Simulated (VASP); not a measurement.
Crystal: GaSi3S2.

```
Ga Si S
1.0
     8.30465    0.00000    0.00000
    -4.15232    7.19204    0.00000
     0.00000    0.00000    2.37818
Ga Si S
1 3 2
Cartesian
  0.0000 0.0000 0.0000
  4.1523 0.0000 1.1891
  -2.0762 3.5960 1.1891
  2.0762 3.5960 1.1891
  0.0000 4.7947 1.1891
  4.1523 2.3973 1.1891
```

| Property | Result |
| --- | --- |
| Program | VASP 6.6.1 |
| Task | relaxation of cell and atoms |
| Functional | PBE |
| Potentials or basis | VASP PAW PBE potentials, release 64 (Ga_d, Si, S) |
| Cutoff | 600 eV |
| k mesh | 6 × 6 × 16 |
| Occupations | gaussian, width 0.1 eV |
| Spin | no spin polarisation |

At the start: pressure 0.0 GPa; volume 23.67 Å³/atom.

**Question.** Where does the relaxation end?

**Answer.** Over 8 steps the energy falls by 7.1 meV/atom and the volume is 23.28 Å³/atom (-1.6 %); space group P6/mmm (No. 191, to 0.05 Å).

Step by step:
```csv
step,energy change (eV),largest force (eV/Å),pressure (GPa),volume (Å³)
1,0.0000,0.0000,0.04,142.04
2,-0.0218,0.0000,-1.17,142.09
3,-0.0370,0.0000,-0.76,142.09
4,-0.0427,0.0000,-0.12,139.98
5,-0.0428,0.0000,-0.01,139.66
6,-0.0428,0.0000,-0.04,139.71
7,-0.0428,0.0000,0.02,139.69
8,-0.0428,0.0000,0.00,139.70
```

Final structure:
```
Ga Si S
1.0
     8.18603    0.00000    0.00000
    -4.09301    7.08931    0.00000
     0.00000    0.00000    2.40728
Ga Si S
1 3 2
Direct
  0.00000 0.00000 0.00000
  0.50000 0.00000 0.50000
  0.00000 0.50000 0.50000
  0.50000 0.50000 0.50000
  0.33333 0.66667 0.50000
  0.66667 0.33333 0.50000
```
